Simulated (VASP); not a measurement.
Write the native input for VASP 6.6.1 that does the following.

| Property | Result |
| --- | --- |
| Task | single point |
| Functional | r2SCAN |
| Potentials or basis | VASP PAW PBE potentials, release 64 (Mg, O) |
| Cutoff | 520 eV |
| k mesh | 12 × 12 × 12 |
| Occupations | gaussian, width 0.05 eV |
| Spin | no spin polarisation |
| Dipole correction | no |
| Further INCAR settings | ALGO = Normal; EDIFF = 1e-06; NBANDS = 14 |

MgO2:

```
Mg O
1.0
     1.68500    0.97283    3.66868
    -1.68500    0.97283    3.66868
     0.00000   -1.94567    3.66868
Mg O
1 2
Direct
  0.00000 0.00000 0.00000
  0.42879 0.42879 0.42879
  0.57121 0.57121 0.57121
```

This cell differs from its parent crystal: strain +0.050 along x and y, +0.050 along z.

One way to write it, as run:

POSCAR

```
MgO2
1.0
    1.6849990668      0.9728346648      3.6686778186
   -1.6849990668      0.9728346648      3.6686778186
    0.0000000000     -1.9456693296      3.6686778186
Mg O
1 2
Direct
    0.0000000000      0.0000000000      0.0000000000
    0.4287860000      0.4287860000      0.4287860000
    0.5712140000      0.5712140000      0.5712140000
```

INCAR.step1

```
PREC     = Accurate       # precision mode
ENCUT    = 520            # plane-wave cutoff, eV
ISMEAR   = 0              # smearing method
SIGMA    = 0.05           # smearing width, eV
LREAL    = F              # projectors in reciprocal space
LASPH    = T              # aspherical terms in the spheres
NELM     = 60             # most SCF steps
NBANDS   = 14             # bands
GGA      = PE             # functional
ALGO     = Normal         # electronic algorithm
EDIFF    = 1E-4           # SCF threshold, eV
LWAVE    = T              # write WAVECAR
LCHARG   = F              # write CHGCAR
```

INCAR.step2

```
PREC     = Accurate       # precision mode
ENCUT    = 520            # plane-wave cutoff, eV
EDIFF    = 1E-6           # SCF threshold, eV
ISMEAR   = 0              # smearing method
SIGMA    = 0.05           # smearing width, eV
LREAL    = F              # projectors in reciprocal space
LASPH    = T              # aspherical terms in the spheres
NELM     = 60             # most SCF steps
ALGO     = Normal         # electronic algorithm
ISIF     = 2              # what is computed and relaxed
LWAVE    = F              # write WAVECAR
LCHARG   = T              # write CHGCAR
METAGGA  = R2SCAN         # meta-GGA
LMIXTAU  = T            
LELF     = T              # ELF
LVHAR    = T            
NBANDS   = 14             # bands
ISTART   = 1
```

KPOINTS

```
Automatic mesh
0
Gamma
  12 12 12
```

Potentials or basis: VASP PAW PBE potentials, release 64 (Mg, O).

The run is started by

```console
$ cat potpaw_PBE.64/Mg/POTCAR potpaw_PBE.64/O/POTCAR > POTCAR
$ cp INCAR.step1 INCAR
$ mpirun -np 1 vasp_std > vasp.out
$ cp INCAR.step2 INCAR
$ mpirun -np 1 vasp_std > vasp.out
```

It gave:

```
Pressure               : -19.0 GPa
Largest force          : 0.592 eV/Å
Band gap on the k mesh : 2.10 eV
```

Caveat: the cell differs from its parent crystal (strain +0.050 along x and y, +0.050 along z); the cell stands under tension; the PAW data sets were made with another functional, which shifts forces and pressure a little.

Run time: 2 min on 1 thread of Intel(R) Xeon(R) 6975P-C (Granite Rapids), on a shared host, peak memory 0.25 GiB.
